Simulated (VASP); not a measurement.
Input of a VASP 6.6.1 run:

The input INCAR:

```
PREC = Accurate
ENCUT = 520
EDIFF = 1E-7
ISMEAR = 0
SIGMA = 0.05
LREAL = F
LASPH = T
NELM = 100
ALGO = Normal
ISIF = 2
LWAVE = F
LCHARG = F
GGA = PS
NBANDS = 16
```

Contents of KPOINTS:

```
regular mesh
0
Gamma
  9 9 6
```

POSCAR

```
AlN
1.0
    3.2620000000      0.0000000000      0.0000000000
   -1.6310000000      2.8249748671      0.0000000000
    0.0000000000      0.0000000000      4.0170000000
Al N
2 2
Direct
    0.3333333333      0.6666666667      0.7500000000
    0.6666666667      0.3333333333      0.2500000000
    0.3333333333      0.6666666667      0.2500000000
    0.6666666667      0.3333333333      0.7500000000
```

Potentials or basis: VASP PAW PBE potentials, release 64 (Al, N).

The run is started by

```console
$ cat potpaw_PBE.64/Al/POTCAR potpaw_PBE.64/N/POTCAR > POTCAR
$ mpirun -np 1 vasp_std > vasp.out
```

Predict the pressure.

12.7 GPa.

Predict the band gap on the k mesh.

3.77 eV, direct.

Stress tensor (GPa, compression positive):
```
11.65  0.00  0.00
 0.00 11.65  0.00
 0.00  0.00 14.84
```

Caveat: the PAW data sets were made with another functional, which shifts forces and pressure a little. A k mesh can miss the band edges.
